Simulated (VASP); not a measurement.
# Se (Pm-3m) in VASP: notebook

Se is run at these levels: PBEsol; tasks: single point, relaxation of cell and atoms.

Everything below comes from runs of VASP 6.6.1. Logs are shortened: lines on timing, memory, paths and dates and some standing lists are left out, and cuts for length are marked.

### 1 The cell of the first run

The structure is cubic, space group Pm-3m (No. 221). The conventional cell has a = 2.749 Å, b = 2.749 Å, c = 2.749 Å, α = 90.00°, β = 90.00°, γ = 90.00°. Within 3.6 Å of Se (site symmetry m-3m) lie 6 Se at 2.75 Å.

### 2 Single point, PBEsol (volume scaled by 0.96)

Input file INCAR:

```
SYSTEM = Se
ALGO = Normal ; EDIFF = 1E-7
ENCUT = 520 ; GGA = PS
ISIF = 2 ; ISMEAR = -1
LASPH = .True. ; LCHARG = .False.
LREAL = .False. ; LWAVE = .False.
NBANDS = 9 ; NELM = 80
PREC = Accurate ; SIGMA = 0.1
```

Input file KPOINTS:

```
k-points
0
Gamma
  13 13 13
  0 0 0
```

Input file POSCAR:

```
Se
1.0
    2.7485257028      0.0000000000      0.0000000000
    0.0000000000      2.7485257028      0.0000000000
    0.0000000000      0.0000000000      2.7485257028
Se
1
Direct
    0.0000000000      0.0000000000      0.0000000000
```

Potentials or basis: VASP PAW PBE potentials, release 64 (Se).

Started as:

```console
> cat potpaw_PBE.64/Se/POTCAR > POTCAR
> mpirun -np 1 vasp_std > vasp.out
```

OUTCAR:

```text
SYSTEM = Se
   EDIFF = 1E-7
   ENCUT = 520
   GGA = PS
   ISIF = 2
   ISMEAR = -1
   LASPH = .True.
   LREAL = .False.
   NELM = 80
   PREC = Accurate

 ion  position               nearest neighbor table
   1  0.000  0.000  0.000-

  LATTYP: Found a simple cubic cell.
 ALAT       =     2.7485257028

  Lattice vectors:

 A1 = (   2.7485257028,   0.0000000000,   0.0000000000)
 A2 = (   0.0000000000,   2.7485257028,   0.0000000000)
 A3 = (   0.0000000000,   0.0000000000,   2.7485257028)

Analysis of symmetry for initial positions (statically):
=====================================================================
 Subroutine PRICEL returns:
 Original cell was already a primitive cell.

 Routine SETGRP: Setting up the symmetry group for a
 simple cubic supercell.

 Subroutine GETGRP returns: Found 48 space group operations
 (whereof 48 operations were pure point group operations)
 out of a pool of 48 trial point group operations.

The static configuration has the point symmetry O_h .

Analysis of symmetry for dynamics (positions and initial velocities):
=====================================================================
 Subroutine PRICEL returns:
 Original cell was already a primitive cell.

 Routine SETGRP: Setting up the symmetry group for a
 simple cubic supercell.

 Subroutine GETGRP returns: Found 48 space group operations
 (whereof 48 operations were pure point group operations)
 out of a pool of 48 trial point group operations.

The dynamic configuration has the point symmetry O_h .

 Subroutine INISYM returns: Found 48 space group operations
 (whereof 48 operations are pure point group operations),
 and found     1 'primitive' translations

----------------------------------------------------------------------------------------

                                     Primitive cell

  volume of cell :      20.7634

  direct lattice vectors                    reciprocal lattice vectors
     2.748525703  0.000000000  0.000000000     0.363831417  0.000000000  0.000000000
     0.000000000  2.748525703  0.000000000     0.000000000  0.363831417  0.000000000
     0.000000000  0.000000000  2.748525703     0.000000000  0.000000000  0.363831417

  length of vectors
     2.748525703  2.748525703  2.748525703     0.363831417  0.363831417  0.363831417

  position of ions in fractional coordinates (direct lattice)
     0.000000000  0.000000000  0.000000000

  ion indices of the primitive-cell ions
   primitive index   ion index
                 1           1

----------------------------------------------------------------------------------------

 KPOINTS: k-points

Automatic generation of k-mesh.
 Grid dimensions read from file:
 generate k-points for:   13   13   13

 Generating k-lattice:

  Cartesian coordinates                     Fractional coordinates (reciprocal lattice)
     0.027987032  0.000000000  0.000000000     0.076923077  0.000000000  0.000000000
     0.000000000  0.027987032  0.000000000     0.000000000  0.076923077  0.000000000
     0.000000000  0.000000000  0.027987032     0.000000000  0.000000000  0.076923077

  Length of vectors
     0.027987032  0.027987032  0.027987032

  Shift w.r.t. Gamma in fractional coordinates (k-lattice)
     0.000000000  0.000000000  0.000000000

 Subroutine IBZKPT returns following result:
 ===========================================

 Found     84 irreducible k-points:

 Following reciprocal coordinates:
            Coordinates               Weight
  0.000000  0.000000  0.000000      1.000000
  0.076923  0.000000  0.000000      6.000000
  0.153846  0.000000  0.000000      6.000000
  0.230769  0.000000  0.000000      6.000000
  0.307692  0.000000  0.000000      6.000000
  0.384615  0.000000  0.000000      6.000000
[... 16 lines left out ...]
  0.307692  0.307692  0.000000     12.000000
  0.384615  0.307692  0.000000     24.000000
 [... further k-points ...]
   k-points           NKPTS =     84   k-points in BZ     NKDIM =     84   number of bands    NBANDS=      9
   number of dos      NEDOS =    301   number of ions     NIONS =      1
   total plane-waves  NPLWV =   8000
   dimension x,y,z NGX =    20 NGY =   20 NGZ =   20
   dimension x,y,z NGXF=    40 NGYF=   40 NGZF=   40
   ions per type =               1
   NGX,Y,Z   is equivalent  to a cutoff of  12.10, 12.10, 12.10 a.u.
   NGXF,Y,Z  is equivalent  to a cutoff of  24.19, 24.19, 24.19 a.u.
 SYSTEM =  Se
   PREC   = accura    normal or accurate (medium, high low for compatibility)
   ISTART =      0    job   : 0-new  1-cont  2-samecut
   ICHARG =      2    charge: 1-file 2-atom 10-const
   ISPIN  =      1    spin polarized calculation?
   LNONCOLLINEAR =      F non collinear calculations
   LSORBIT =      F    spin-orbit coupling
   LASPH  =      T    aspherical Exc in radial PAW
   ENCUT  =  520.0 eV  38.22 Ry    6.18 a.u.   5.11  5.11  5.11*2*pi/ulx,y,z
   NELM   =     80;   NELMIN=  2; NELMDL= -5     # of ELM steps
   EDIFF  = 0.1E-06   stopping-criterion for ELM
   LREAL  =      F    real-space projection
   EDIFFG = 0.1E-05   stopping-criterion for IOM
   NSW    =      0    number of steps for IOM
   IBRION =     -1    ionic relax: 0-MD 1-quasi-New 2-CG
   NFREE  =      0    steps in history (QN), initial steepest desc. (CG)
   ISIF   =      2    stress and relaxation
   ISYM   =      2    0-nonsym 1-usesym 2-fastsym
   POTIM  = 0.5000    time-step for ionic-motion
   TEBEG  =    0.0;   TEEND  =   0.0 temperature during run
   PSTRESS=    0.0 pullay stress
   NELECT =       6.0000    total number of electrons
   NUPDOWN=      -1.0000    fix difference up-down
   EMIN   =  10.00;   EMAX   =-10.00  energy-range for DOS
   EFERMI =   0.00;   METHOD = LEGACY
   ISMEAR =    -1;   SIGMA  =   0.10  broadening in eV -4-tet -1-fermi 0-gaus
   EFERMI_NEDOS =   21; number of points for ismear=-14 and -15
   IALGO  =     38    algorithm
   IMIX   =      4    mixing-type and parameters
     AMIX     =   0.40;   BMIX     =  1.00
     AMIX_MAG =   1.60;   BMIX_MAG =  1.00
  volume/ion in A,a.u.               =      20.76       140.12
  Fermi-wavevector in a.u.,A,eV,Ry     =   1.082328  2.045303 15.938317  1.171433
  Thomas-Fermi vector in A             =   2.218366
   LORBIT       =      0    0 simple, 1 ext, 2 COOP (PROOUT), +10 PAW based schemes
   GGA     = PS    functional components
   LHFCALC =     F    Hartree Fock is set to
   AEXX    =    0.0000 exact exchange contribution
   IVDW    =     0    specifies the selected vdW correction
   LEPSILON=     F    determine dielectric tensor
   LRPA    =     F    only Hartree local field effects (RPA)
 non-spin polarized calculation
  energy-cutoff  :      520.00
  volume of cell :       20.76
 maximum number of plane-waves:       587
   NGX = 11   NGY = 11   NGZ = 11

 number of electron       6.0000001 magnetization

 Free energy of the ion-electron system (eV)
  ---------------------------------------------------
  ext. energy  EPLUGINS =         0.00000000
  ---------------------------------------------------
  free energy    TOTEN  =        -3.75627706 eV

  energy without entropy =       -3.74210181  energy(sigma->0) =       -3.74918943

 E-fermi :   5.6772     XC(G=0): -10.4598

 val. band max:        5.5759178313   @ k =   0.2308   0.2308   0.1538
 cond. band min:       5.7439957502   @ k =   0.4615   0.3846   0.2308
 fundamental gap:      0.1680779189
 Fermi energy:         5.6771665855

 k-point     1 :       0.0000    0.0000    0.0000
  band No.  band energies     occupation
      1     -11.2059      2.00000
      2       7.1598      0.00000
      3       7.1598      0.00000
      4       7.1598      0.00000
      5      13.2183      0.00000
      6      13.2183      0.00000
      7      13.7668      0.00000
      8      28.7187      0.00000
      9      28.7187      0.00000

 k-point     2 :       0.0769    0.0000    0.0000
  band No.  band energies     occupation
      1     -11.1122      2.00000
      2       6.1271      0.02199
      3       7.2350      0.00000
      4       7.2350      0.00000
      5      13.3098      0.00000
      6      13.6476      0.00000
      7      14.6613      0.00000
      8      27.0843      0.00000
      9      27.0843      0.00000

 k-point     3 :       0.1538    0.0000    0.0000
  band No.  band energies     occupation
      1     -10.8366      2.00000
      2       4.1417      2.00000
      3       7.4525      0.00000
      4       7.4525      0.00000
      5      13.5791      0.00000
      6      14.0109      0.00000
      7      17.1130      0.00000
      8      24.9123      0.00000
      9      24.9123      0.00000

 k-point     4 :       0.2308    0.0000    0.0000
  band No.  band energies     occupation
      1     -10.3985      2.00000
      2       2.0973      2.00000
      3       7.7845      0.00000
      4       7.7845      0.00000
      5      14.0081      0.00000
      6      14.5499      0.00000
      7      19.7105      0.00000
      8      22.9358      0.00000
      9      22.9358      0.00000
[... 205 lines left out ...]
 k-point    22 :       0.4615    0.2308    0.0000
  band No.  band energies     occupation
      1      -8.0621      2.00000
      2      -1.2532      2.00000
      3       4.1458      2.00000
      4       9.3592      0.00000
      5      12.1332      0.00000
      6      17.3265      0.00000
      7      20.2110      0.00000
      8      21.1147      0.00000
      9      22.8962      0.00000

 k-point    23 :       0.3077    0.3077    0.0000
  band No.  band energies     occupation
      1      -8.4822      2.00000
      2       1.4466      2.00000
      3       1.6103      2.00000
      4       9.1547      0.00000
      5      12.3894      0.00000
      6      16.6807      0.00000
      7      22.2083      0.00000
      8      23.0305      0.00000
      9      23.2088      0.00000

 k-point    24 :       0.3846    0.3077    0.0000
  band No.  band energies     occupation
      1      -7.9076      2.00000
      2       0.0934      2.00000
      3       2.0331      2.00000
      4       9.5035      0.00000
      5      11.0628      0.00000
      6      17.4046      0.00000
      7      21.3670      0.00000
      8      22.6593      0.00000
      9      23.2154      0.00000

 [... further k-points ...]

------------------------ aborting loop because EDIFF is reached ----------------------------------------

  FORCE on cell =-STRESS in cart. coord.  units (eV):
  Direction    XX          YY          ZZ          XY          YZ          ZX
  --------------------------------------------------------------------------------------
  -------------------------------------------------------------------------------------
  Total        0.4921644      0.4921644      0.4921644      0.0000000      0.0000000     -0.0000000
  in kB       37.9770606     37.9770606     37.9770606      0.0000000      0.0000000     -0.0000000
  external PRESSURE =      37.9770606 kB  Pullay stress =       0.0000000 kB

 VOLUME and BASIS-vectors are now :
 -----------------------------------------------------------------------------
  energy-cutoff  :      520.00
  volume of cell :       20.76
      direct lattice vectors                 reciprocal lattice vectors
     2.748525703  0.000000000  0.000000000     0.363831417  0.000000000  0.000000000
     0.000000000  2.748525703  0.000000000     0.000000000  0.363831417  0.000000000
     0.000000000  0.000000000  2.748525703     0.000000000  0.000000000  0.363831417

 POSITION                                       TOTAL-FORCE (eV/Angst)
 -----------------------------------------------------------------------------------
      0.00000      0.00000      0.00000         0.000000      0.000000      0.000000
 -----------------------------------------------------------------------------------
    total drift:                                0.000000     -0.000000     -0.000000

  FREE ENERGIE OF THE ION-ELECTRON SYSTEM (eV)
  ---------------------------------------------------
  free  energy   TOTEN  =        -3.7562770561 eV

  energy  without entropy=       -3.7421018112  energy(sigma->0) =       -3.74918943
```

Run time: 7.8 s. Hardware: 1 thread of AMD EPYC 7R13 (Zen 3), shared host; peak memory 0.1 GiB.

What came out:

* Free energy: -3.7563 eV
* Pressure: 3.8 GPa
* Band gap on the k mesh: zero (band 3 reaches 8.78 eV, above the bottom of band 4 at 2.05 eV)

Caveat: the cell differs from its parent crystal (volume scaled by 0.96); the PAW data sets were made with another functional, which shifts forces and pressure a little.

### 3 Single point, PBEsol

This run uses another cell than the first one, of 21.63 Å³/atom, 1.042 times its volume.

Input file INCAR:

```
SYSTEM = Se
PREC = Accurate
ENCUT = 520
EDIFF = 1E-7
ISMEAR = -1
SIGMA = 0.1
LREAL = .FALSE.
LASPH = .TRUE.
NELM = 100
ALGO = Normal
ISIF = 2
LWAVE = .FALSE.
LCHARG = .FALSE.
GGA = PS
NBANDS = 9
```

Input file KPOINTS:

```
Automatic mesh
0
G
  13 13 13
  0 0 0
```

Input file POSCAR:

```
Se
1.0
    2.7861814191      0.0000000000      0.0000000000
    0.0000000000      2.7861814191      0.0000000000
    0.0000000000      0.0000000000      2.7861814191
Se
1
Direct
    0.0000000000      0.0000000000      0.0000000000
```

Potentials or basis: VASP PAW PBE potentials, release 64 (Se).

Started as:

```console
> cat potpaw_PBE.64/Se/POTCAR > POTCAR
> mpirun -np 1 vasp_std > vasp.out
```

OUTCAR:

```text
SYSTEM = Se
   PREC = Accurate
   ENCUT = 520
   EDIFF = 1E-7
   ISMEAR = -1
   LREAL = .FALSE.
   LASPH = .TRUE.
   NELM = 100
   ISIF = 2
   GGA = PS

 ion  position               nearest neighbor table
   1  0.000  0.000  0.000-

  LATTYP: Found a simple cubic cell.
 ALAT       =     2.7861814191

  Lattice vectors:

 A1 = (   2.7861814191,   0.0000000000,   0.0000000000)
 A2 = (   0.0000000000,   2.7861814191,   0.0000000000)
 A3 = (   0.0000000000,   0.0000000000,   2.7861814191)

[... 464 lines left out ...]
      8      21.8952      0.00000
      9      22.4538      0.00000

 [... further k-points ...]

------------------------ aborting loop because EDIFF is reached ----------------------------------------

  FORCE on cell =-STRESS in cart. coord.  units (eV):
  Direction    XX          YY          ZZ          XY          YZ          ZX
  --------------------------------------------------------------------------------------
  -------------------------------------------------------------------------------------
  Total        0.0161017      0.0161017      0.0161017     -0.0000000     -0.0000000      0.0000000
  in kB        1.1927661      1.1927661      1.1927661     -0.0000000     -0.0000000      0.0000000
  external PRESSURE =       1.1927661 kB  Pullay stress =       0.0000000 kB

 VOLUME and BASIS-vectors are now :
 -----------------------------------------------------------------------------
  energy-cutoff  :      520.00
  volume of cell :       21.63
      direct lattice vectors                 reciprocal lattice vectors
     2.786181419  0.000000000  0.000000000     0.358914173  0.000000000  0.000000000
     0.000000000  2.786181419  0.000000000     0.000000000  0.358914173  0.000000000
     0.000000000  0.000000000  2.786181419     0.000000000  0.000000000  0.358914173

 POSITION                                       TOTAL-FORCE (eV/Angst)
 -----------------------------------------------------------------------------------
      0.00000      0.00000      0.00000         0.000000      0.000000      0.000000
 -----------------------------------------------------------------------------------
    total drift:                                0.000000     -0.000000     -0.000000

  FREE ENERGIE OF THE ION-ELECTRON SYSTEM (eV)
  ---------------------------------------------------
  free  energy   TOTEN  =        -3.7665085890 eV

  energy  without entropy=       -3.7512835600  energy(sigma->0) =       -3.75889607
```

OSZICAR:

```text
N       E                     dE             d eps       ncg     rms          rms(c)
DAV:   1     0.988993000957E+01    0.98899E+01   -0.29492E+03  1512   0.571E+02
DAV:   2    -0.347755038647E+01   -0.13367E+02   -0.12805E+02  2041   0.792E+01
DAV:   3    -0.376481005817E+01   -0.28726E+00   -0.28481E+00  1771   0.108E+01
DAV:   4    -0.376536841115E+01   -0.55835E-03   -0.55832E-03  2169   0.559E-01
DAV:   5    -0.376536873454E+01   -0.32339E-06   -0.32348E-06  1785   0.108E-02    0.410E+00
DAV:   6    -0.376600631728E+01   -0.63758E-03   -0.50587E-04  1815   0.152E-01    0.245E+00
DAV:   7    -0.376650110860E+01   -0.49479E-03   -0.10278E-03  1634   0.221E-01    0.418E-02
DAV:   8    -0.376650704897E+01   -0.59404E-05   -0.43503E-05  1805   0.393E-02    0.717E-03
DAV:   9    -0.376650844483E+01   -0.13959E-05   -0.16133E-06  1861   0.794E-03    0.337E-03
DAV:  10    -0.376650858710E+01   -0.14226E-06   -0.63727E-07  1621   0.416E-03    0.623E-04
DAV:  11    -0.376650858895E+01   -0.18549E-08   -0.29750E-08  1056   0.935E-04
   1 F= -.37665086E+01 E0= -.37588961E+01  d E =-.152250E-01
```

stdout:

```text
POSCAR found type information on POSCAR Se
 POSCAR found :  1 types and       1 ions
 scaLAPACK will be used
 -----------------------------------------------------------------------------
|                                                                             |
|                                                                             |
|     You enforced a specific xc type in the INCAR file but a different       |
|     I HOPE YOU KNOW WHAT YOU ARE DOING!                                     |
|                                                                             |
 -----------------------------------------------------------------------------

 LDA part: xc-table for (Slater+PW92), standard interpolation
 POSCAR, INCAR and KPOINTS ok, starting setup
 FFT: planning ... GRIDC
 FFT: planning ... GRID_SOFT
 FFT: planning ... GRID
 WAVECAR not read
 entering main loop
```

Wall time 17 s (1 thread of AMD EPYC 7R13 (Zen 3), shared host); peak memory 0.11 GiB.

What came out:

```
Free energy            : -3.7665 eV
Pressure               : 0.1 GPa
Band gap on the k mesh : zero (band 3 reaches 8.08 eV, above the bottom of band 4 at 1.69 eV)
```

Levels at points of the mesh, in eV from the Fermi level:
| k point | band 1 | band 2 | band 3 | band 4 | band 5 | band 6 | band 7 |
| --- | --- | --- | --- | --- | --- | --- | --- |
| (0.00, 0.00, 0.00) | -16.48 | 1.43 | 1.43 | 1.43 | 7.63 | 7.63 | 7.87 |

Caveat: the PAW data sets were made with another functional, which shifts forces and pressure a little.

[end of part 1 of 3]
